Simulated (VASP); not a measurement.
Input of a VASP 6.6.1 run:

The input INCAR:

```
SYSTEM = LaHg
PREC = Accurate
ENCUT = 520
EDIFF = 1E-8
ISMEAR = -1
SIGMA = 0.08
LREAL = .False.
LASPH = .True.
NELM = 60
ALGO = Normal
ISIF = 2
LWAVE = .False.
LCHARG = .False.
GGA = CA
LEFG = .True.
NBANDS = 18
```

The input KPOINTS:

```
regular mesh
0
Gamma
  11 11 11
  0 0 0
```

The input POSCAR:

```
LaHg
1.0
    3.8112475462      0.0000000000      0.0000000000
    0.0000000000      3.8112475462      0.0000000000
    0.0000000000      0.0000000000      3.8112475462
La Hg
1 1
Direct
    0.5000000000      0.5000000000      0.5000000000
    0.0000000000      0.0000000000      0.0000000000
```

Potentials or basis: VASP PAW LDA potentials, release 64 (La, Hg).

Run with:

```sh
$ cat potpaw_LDA.64/La/POTCAR potpaw_LDA.64/Hg/POTCAR > POTCAR
$ mpirun -np 1 vasp_std > vasp.out
```

Q: Estimate the band gap on the k mesh.

A: Zero (an odd number of electrons rules out a gap without spin polarisation).

Q: Estimate the pressure.

A: -0.5 GPa.

Caveat: spin-orbit coupling is left out, which moves the levels of the heavy elements.
